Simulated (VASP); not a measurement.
# Sb in VASP: notebook

Runs on Sb. Level: PBE. Tasks: single point.

All numbers are computed with VASP 6.6.1; they aren't measurements. Logs are shortened: lines on timing, memory, paths and dates and some standing lists are left out, and cuts for length are marked.

## (1) The cell of the first run

The cell holds a slab with vacuum, 4 atoms: a = 5.129 Å, b = 4.113 Å, c = 29.022 Å, α = 90.00°, β = 90.00°, γ = 90.00°.

## (2) Single point, PBE (uniaxial y strain -3.0%)

The input, INCAR:

```
SYSTEM = Sb
ALGO     = Normal         ! electronic algorithm
DIPOL    = 0.5 0.5 0.327
EDIFF    = 1E-6           ! SCF threshold, eV
ENCUT    = 520            ! plane-wave cutoff, eV
GGA      = PE             ! functional
IDIPOL   = 3            
ISIF     = 2              ! what is computed and relaxed
ISMEAR   = -1             ! smearing method
LASPH    = .TRUE.         ! aspherical terms in the spheres
LCHARG   = .FALSE.        ! write CHGCAR
LDIPOL   = .TRUE.       
LREAL    = .FALSE.        ! projectors in reciprocal space
LWAVE    = .FALSE.        ! write WAVECAR
NBANDS   = 18             ! bands
NELM     = 100            ! most SCF steps
PREC     = Accurate       ! precision mode
SIGMA    = 0.02           ! smearing width, eV
```

The input, KPOINTS:

```
k-points
0
G
  6 6 1
  0 0 0
```

The input, POSCAR:

```
Sb
1.0
    5.1294153392      0.0000000000      0.0000000000
    0.0000000000      4.1128741301      0.0000000000
    0.0000000000      0.0000000000     29.0216962420
Sb
4
Direct
    0.0564372717      0.0000000000      0.3752430688
    0.4435627283      0.5000000000      0.3752430688
    0.5564372717      0.5000000000      0.2794395467
    0.9435627283      0.0000000000      0.2794395467
```

Potentials or basis: VASP PAW PBE potentials, release 64 (Sb).

Launch:

```
> cat potpaw_PBE.64/Sb/POTCAR > POTCAR
> mpirun -np 1 vasp_std > vasp.out
```

OUTCAR:

```text
SYSTEM = Sb
   EDIFF = 1E-6
   ENCUT = 520
   GGA = PE
   ISIF = 2
   ISMEAR = -1
   LASPH = .TRUE.
   LREAL = .FALSE.
   NELM = 100
   PREC = Accurate

 ion  position               nearest neighbor table
   1  0.056  0.000  0.375-   4 2.84   2 2.86   2 2.86   2 3.76   2 3.76
   2  0.444  0.500  0.375-   3 2.84   1 2.86   1 2.86   1 3.76   1 3.76
   3  0.556  0.500  0.279-   2 2.84   4 2.86   4 2.86   4 3.76   4 3.76
   4  0.944  0.000  0.279-   1 2.84   3 2.86   3 2.86   3 3.76   3 3.76

  LATTYP: Found a simple orthorhombic cell.
 ALAT       =     4.1128741301
 B/A-ratio  =     1.2471607876
 C/A-ratio  =     7.0563054749

  Lattice vectors:

 A1 = (   0.0000000000,  -4.1128741301,   0.0000000000)
 A2 = (   5.1294153392,   0.0000000000,   0.0000000000)
 A3 = (   0.0000000000,   0.0000000000,  29.0216962420)

Analysis of symmetry for initial positions (statically):
=====================================================================
 Subroutine PRICEL returns:
 Original cell was already a primitive cell.

 Routine SETGRP: Setting up the symmetry group for a
 simple orthorhombic supercell.

 Subroutine GETGRP returns: Found  8 space group operations
 (whereof  2 operations were pure point group operations)
 out of a pool of  8 trial point group operations.

The static configuration has the point symmetry C_1h.
 The point group associated with its full space group is D_2h.

Analysis of symmetry for dynamics (positions and initial velocities):
=====================================================================
 Subroutine PRICEL returns:
 Original cell was already a primitive cell.

 Routine SETGRP: Setting up the symmetry group for a
 simple orthorhombic supercell.

 Subroutine GETGRP returns: Found  8 space group operations
 (whereof  2 operations were pure point group operations)
 out of a pool of  8 trial point group operations.

The dynamic configuration has the point symmetry C_1h.
 The point group associated with its full space group is D_2h.

 Subroutine INISYM returns: Found  8 space group operations
 (whereof  2 operations are pure point group operations),
 and found     1 'primitive' translations

----------------------------------------------------------------------------------------

                                     Primitive cell

  volume of cell :     612.2603

  direct lattice vectors                    reciprocal lattice vectors
     5.129415339  0.000000000  0.000000000     0.194953993  0.000000000  0.000000000
     0.000000000  4.112874130  0.000000000     0.000000000  0.243138975  0.000000000
     0.000000000  0.000000000 29.021696242     0.000000000  0.000000000  0.034456980

  length of vectors
     5.129415339  4.112874130 29.021696242     0.194953993  0.243138975  0.034456980

  position of ions in fractional coordinates (direct lattice)
     0.056437272  0.000000000  0.375243069
     0.443562728  0.500000000  0.375243069
     0.556437272  0.500000000  0.279439547
     0.943562728  0.000000000  0.279439547

  ion indices of the primitive-cell ions
   primitive index   ion index
                 1           1
                 2           2
                 3           3
                 4           4

----------------------------------------------------------------------------------------

 KPOINTS: k-points

Automatic generation of k-mesh.
 Grid dimensions read from file:
 generate k-points for:    6    6    1

 Generating k-lattice:

  Cartesian coordinates                     Fractional coordinates (reciprocal lattice)
     0.032492332  0.000000000  0.000000000     0.166666667  0.000000000  0.000000000
     0.000000000  0.040523162  0.000000000     0.000000000  0.166666667  0.000000000
     0.000000000  0.000000000  0.034456980     0.000000000  0.000000000  1.000000000

  Length of vectors
     0.032492332  0.040523162  0.034456980

  Shift w.r.t. Gamma in fractional coordinates (k-lattice)
     0.000000000  0.000000000  0.000000000

 Subroutine IBZKPT returns following result:
 ===========================================

 Found     16 irreducible k-points:

 Following reciprocal coordinates:
            Coordinates               Weight
  0.000000  0.000000  0.000000      1.000000
  0.166667  0.000000  0.000000      2.000000
  0.333333  0.000000  0.000000      2.000000
  0.500000  0.000000  0.000000      1.000000
  0.000000  0.166667  0.000000      2.000000
  0.166667  0.166667  0.000000      4.000000
[... 8 lines left out ...]
  0.333333  0.500000  0.000000      2.000000
  0.500000  0.500000  0.000000      1.000000
   k-points           NKPTS =     16   k-points in BZ     NKDIM =     16   number of bands    NBANDS=     18
   number of dos      NEDOS =    301   number of ions     NIONS =      4
   total plane-waves  NPLWV = 276480
   dimension x,y,z NGX =    40 NGY =   32 NGZ =  216
   dimension x,y,z NGXF=    80 NGYF=   64 NGZF=  432
   ions per type =               4
   NGX,Y,Z   is equivalent  to a cutoff of  12.96, 12.93, 12.37 a.u.
   NGXF,Y,Z  is equivalent  to a cutoff of  25.93, 25.87, 24.75 a.u.
 SYSTEM =  Sb
   PREC   = accura    normal or accurate (medium, high low for compatibility)
   ISTART =      0    job   : 0-new  1-cont  2-samecut
   ICHARG =      2    charge: 1-file 2-atom 10-const
   ISPIN  =      1    spin polarized calculation?
   LNONCOLLINEAR =      F non collinear calculations
   LSORBIT =      F    spin-orbit coupling
   LASPH  =      T    aspherical Exc in radial PAW
   ENCUT  =  520.0 eV  38.22 Ry    6.18 a.u.   9.54  7.65 53.96*2*pi/ulx,y,z
   NELM   =    100;   NELMIN=  2; NELMDL= -5     # of ELM steps
   EDIFF  = 0.1E-05   stopping-criterion for ELM
   LREAL  =      F    real-space projection
   EDIFFG = 0.1E-04   stopping-criterion for IOM
   NSW    =      0    number of steps for IOM
   IBRION =     -1    ionic relax: 0-MD 1-quasi-New 2-CG
   NFREE  =      0    steps in history (QN), initial steepest desc. (CG)
   ISIF   =      2    stress and relaxation
   ISYM   =      2    0-nonsym 1-usesym 2-fastsym
   POTIM  = 0.5000    time-step for ionic-motion
   TEBEG  =    0.0;   TEEND  =   0.0 temperature during run
   PSTRESS=    0.0 pullay stress
   NELECT =      20.0000    total number of electrons
   NUPDOWN=      -1.0000    fix difference up-down
   EMIN   =  10.00;   EMAX   =-10.00  energy-range for DOS
   EFERMI =   0.00;   METHOD = LEGACY
   ISMEAR =    -1;   SIGMA  =   0.02  broadening in eV -4-tet -1-fermi 0-gaus
   EFERMI_NEDOS =   21; number of points for ismear=-14 and -15
   IALGO  =     38    algorithm
   IMIX   =      4    mixing-type and parameters
     AMIX     =   0.40;   BMIX     =  1.00
     AMIX_MAG =   1.60;   BMIX_MAG =  1.00
  volume/ion in A,a.u.               =     153.07      1032.93
  Fermi-wavevector in a.u.,A,eV,Ry     =   0.523327  0.988944  3.726237  0.273871
  Thomas-Fermi vector in A             =   1.542554
   LORBIT       =      0    0 simple, 1 ext, 2 COOP (PROOUT), +10 PAW based schemes
   GGA     = PE    functional components
   LHFCALC =     F    Hartree Fock is set to
   AEXX    =    0.0000 exact exchange contribution
   IVDW    =     0    specifies the selected vdW correction
   LEPSILON=     F    determine dielectric tensor
   LRPA    =     F    only Hartree local field effects (RPA)
 non-spin polarized calculation
  energy-cutoff  :      520.00
  volume of cell :      612.26
 maximum number of plane-waves:     16537
 NGX is ok and might be reduce to    40
   NGX = 19   NGY = 15   NGZ =107

 dipolmoment           0.000000      0.000000     -0.000000 electrons x Angstroem

 number of electron      19.9999999 magnetization

 dipolmoment           0.000000      0.000000      0.000007 electrons x Angstroem

 Free energy of the ion-electron system (eV)
  ---------------------------------------------------
  ext. energy  EPLUGINS =         0.00000000
  ---------------------------------------------------
  free energy    TOTEN  =       -16.08590333 eV

  energy without entropy =      -16.08590192  energy(sigma->0) =      -16.08590263

 E-fermi :  -1.7674     XC(G=0):  -2.3470

 val. band max:       -1.9768102984   @ k =   0.3333   0.0000   0.0000
 cond. band min:      -1.5716413946   @ k =   0.0000   0.0000   0.0000
 fundamental gap:      0.4051689038
 Fermi energy:        -1.7674269825

 k-point     1 :       0.0000    0.0000    0.0000
  band No.  band energies     occupation
      1     -13.9836      2.00000
      2     -12.2200      2.00000
      3      -9.7587      2.00000
      4      -7.3040      2.00000
      5      -5.9868      2.00000
      6      -5.4218      2.00000
[... 10 lines left out ...]
     17       2.2523      0.00000
     18       2.5929      0.00000

 k-point     2 :       0.1667    0.0000    0.0000
  band No.  band energies     occupation
      1     -13.8608      2.00000
      2     -12.2510      2.00000
      3      -9.9793      2.00000
      4      -7.9381      2.00000
      5      -5.6634      2.00000
      6      -4.8998      2.00000
[... 10 lines left out ...]
     17       2.1354      0.00000
     18       2.1619      0.00000

 k-point     3 :       0.3333    0.0000    0.0000
  band No.  band energies     occupation
      1     -13.5085      2.00000
      2     -12.4877      2.00000
      3     -10.1310      2.00000
      4      -8.9355      2.00000
      5      -5.1331      2.00000
      6      -3.8218      2.00000
[... 10 lines left out ...]
     17       2.3018      0.00000
     18       2.6940      0.00000

 k-point     4 :       0.5000    0.0000    0.0000
  band No.  band energies     occupation
      1     -12.9918      2.00000
      2     -12.9918      2.00000
      3      -9.7430      2.00000
      4      -9.7430      2.00000
      5      -4.4442      2.00000
      6      -4.4442      2.00000
[... 207 lines left out ...]
      4     -10.1441      2.00000
      5      -5.3349      2.00000
      6      -5.3349      2.00000
[... 10 lines left out ...]
     17       3.0477      0.00000
     18       3.0477      0.00000

 k-point    15 :       0.3333    0.5000    0.0000
  band No.  band energies     occupation
      1     -11.9095      2.00000
      2     -11.9095      2.00000
      3     -10.0906      2.00000
      4     -10.0906      2.00000
      5      -6.0194      2.00000
      6      -6.0194      2.00000
[... 10 lines left out ...]
     17       2.6405      0.00000
     18       2.6405      0.00000

 k-point    16 :       0.5000    0.5000    0.0000
  band No.  band energies     occupation
      1     -11.8376      2.00000
      2     -11.8376      2.00000
      3     -10.0700      2.00000
      4     -10.0700      2.00000
      5      -6.2526      2.00000
      6      -6.2526      2.00000
[... 10 lines left out ...]
     17       3.4185      0.00000
     18       3.4185      0.00000

------------------------ aborting loop because EDIFF is reached ----------------------------------------

 vacuum level on the upper side and lower side of the slab       (xc-potential included)        -0.005        -0.005

  FORCE on cell =-STRESS in cart. coord.  units (eV):
  Direction    XX          YY          ZZ          XY          YZ          ZX
  --------------------------------------------------------------------------------------
  -------------------------------------------------------------------------------------
  Total        1.4681523      3.1493504      1.1841551      0.0000000      0.0000000      0.0000000
  in kB        3.8418962      8.2412955      3.0987253      0.0000000      0.0000000      0.0000000
  external PRESSURE =       5.0606390 kB  Pullay stress =       0.0000000 kB

 VOLUME and BASIS-vectors are now :
 -----------------------------------------------------------------------------
  energy-cutoff  :      520.00
  volume of cell :      612.26
      direct lattice vectors                 reciprocal lattice vectors
     5.129415339  0.000000000  0.000000000     0.194953993  0.000000000  0.000000000
     0.000000000  4.112874130  0.000000000     0.000000000  0.243138975  0.000000000
     0.000000000  0.000000000 29.021696242     0.000000000  0.000000000  0.034456980

 POSITION                                       TOTAL-FORCE (eV/Angst)
 -----------------------------------------------------------------------------------
      0.28949      0.00000     10.89019        -0.250579     -0.000000      0.213928
      2.27522      2.05644     10.89019         0.250579      0.000000      0.213928
      2.85420      2.05644      8.10981        -0.250579      0.000000     -0.213928
      4.83993      0.00000      8.10981         0.250579     -0.000000     -0.213928
 -----------------------------------------------------------------------------------
    total drift:                               -0.000000      0.000000      0.000043

  FREE ENERGIE OF THE ION-ELECTRON SYSTEM (eV)
  ---------------------------------------------------
  free  energy   TOTEN  =       -16.0859033342 eV

  energy  without entropy=      -16.0859019246  energy(sigma->0) =      -16.08590263

 vacuum level on the upper side and lower side of the slab         2.179         2.179
```

Wall time 2 min (1 thread of Intel Xeon 6975P-C (Granite Rapids), shared host); peak memory 0.62 GiB.

Results:

```yaml
Free_energy: -16.0859 eV
Largest_force: 0.329 eV/Å
Band_gap_on_the_k_mesh: 0.41 eV, indirect (least direct gap 0.55 eV)
```

Forces in eV/Å, atoms in the order of the input:
```
Sb  -0.251  0.000  0.214
Sb   0.251  0.000  0.214
Sb  -0.251  0.000 -0.214
Sb   0.251  0.000 -0.214
```

Caveat: the cell differs from its parent crystal (uniaxial y strain -3.0%); spin-orbit coupling is left out, which moves the levels of the heavy elements.

(Continued in part 2 of 2.)
